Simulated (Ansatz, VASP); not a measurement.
**Two plane-wave programs on GaH**

```xyz
2
Lattice="2.7886 0.0000 0.0000 -1.3943 2.4150 0.0000 0.0000 0.0000 3.5285" Properties=species:S:1:pos:R:3 pbc="T T T"
Ga    0.0000    0.0000    0.8612
H     0.0000    0.0000    2.6260
```

Alike in both runs: functional PBE; k mesh 5 × 5 × 5; occupations gaussian, width 0.15 eV; no spin polarisation.

Ansatz relaxed the structure, and its values are those at the end. VASP's run is a single point on that final structure, the one shown.

|  | VASP | Ansatz |
| --- | --- | --- |
| version | VASP 6.6.1 | Ansatz 0.2.0 |
| potentials or method | VASP PAW PBE potentials, release 64 (Ga_d, H), cutoff 500 eV | scalar-relativistic, plane waves, PAW |
| valence electrons in the cell | 14 | 14 |

```csv
,VASP,Ansatz,Ansatz less VASP
gap on the k mesh at the Fermi level (eV),none,none,-
pressure (GPa),0.0,0.0,+0.03
```

A gap of «none» marks a metal or a gap that the smearing closes. The functional is the same, so the differences come from potentials, cutoffs and numerics.

The k mesh is coarse, so the values compare programs but aren't converged.
